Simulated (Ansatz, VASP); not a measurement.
## Two plane-wave programs on Ge4Bi2O

```
Ge Bi O
1.0
     2.55999   -3.69681   -0.03878
     2.55999    3.69681   -0.03878
    -1.47102    0.00000    8.21945
Ge Bi O
4 2 1
Direct
  0.14167 0.75744 0.75847
  0.24256 0.85833 0.24153
  0.85833 0.24256 0.24153
  0.75744 0.14167 0.75847
  0.50000 0.50000 0.00000
  0.50000 0.50000 0.50000
  0.00000 0.00000 0.00000
```

Alike in both runs: functional PBE; k mesh 8 × 8 × 4; occupations gaussian, width 0.1 eV; no spin polarisation.

Ansatz relaxed the structure, and its values are those at the end. VASP's run is a single point on that final structure, the one shown.

```csv
,VASP,Ansatz
version,VASP 6.6.1,Ansatz 0.2.0
potentials or method,"VASP PAW PBE potentials, release 64 (Ge_d, Bi_d, O), cutoff 520 eV","scalar-relativistic, plane waves, PAW"
valence electrons in the cell,92,92
```

|  | VASP | Ansatz | Ansatz less VASP |
| --- | --- | --- | --- |
| gap on the k mesh at the Fermi level (eV) | none | none | - |
| pressure (GPa) | 0.0 | 0.0 | +0.02 |
| rms of the force components (eV/Å) | 0.003 | 0.002 | -0.0014 |

A gap of «none» marks a metal or a gap that the smearing closes.

Neither program's run includes spin-orbit coupling.
